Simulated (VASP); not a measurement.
A run of VASP 6.6.1 is set up as follows.

The input POSCAR:

```
Sb
1.0
   -1.5948718800      1.5512544700      2.7276667100
    1.5472171300     -1.5649253900      2.7079107700
    1.6154168300      1.5854703400     -2.7356140700
Sb
1
Direct
    0.0000000000      0.0000000000      0.0000000000
```

Contents of INCAR.step1:

```
SYSTEM = Sb
PREC = Accurate
ENCUT = 520
EDIFF = 1E-5
ISMEAR = -1
SIGMA = 0.05
LREAL = .False.
LASPH = .True.
NELM = 100
ALGO = Normal
ISIF = 2
LWAVE = .True.
GGA = PE
NBANDS = 8
```

The input INCAR.step2:

```
SYSTEM = Sb
PREC = Accurate
ENCUT = 520
EDIFF = 1E-6
ISMEAR = -1
SIGMA = 0.05
LREAL = .False.
LASPH = .True.
NELM = 100
ALGO = Normal
ISIF = 2
LWAVE = .False.
LCHARG = .True.
GGA = PS
LHFCALC = .True.
AEXX = 0.25
HFSCREEN = 0.207
PRECFOCK = Normal
LELF = .True.
LVHAR = .True.
ISTART = 1
NBANDS = 8
```

File KPOINTS:

```
regular mesh
0
Gamma
  5 5 6
  0 0 0
```

Potentials or basis: VASP PAW PBE potentials, release 64 (Sb).

The run is started by

```bash
$ cat potpaw_PBE.64/Sb/POTCAR > POTCAR
$ cp INCAR.step1 INCAR
$ mpirun -np 1 vasp_std > vasp.out
$ cp INCAR.step2 INCAR
$ mpirun -np 1 vasp_std > vasp.out
```

Question: Estimate the pressure.

Answer: -2.9 GPa.

Stress tensor (GPa, compression positive):
```
-5.38 -0.67  0.52
-0.67 -3.82  0.17
 0.52  0.17  0.54
```

Caveat: the k points lie up to 0.47 Å⁻¹ apart; the PAW data sets were made with another functional, which shifts forces and pressure a little.
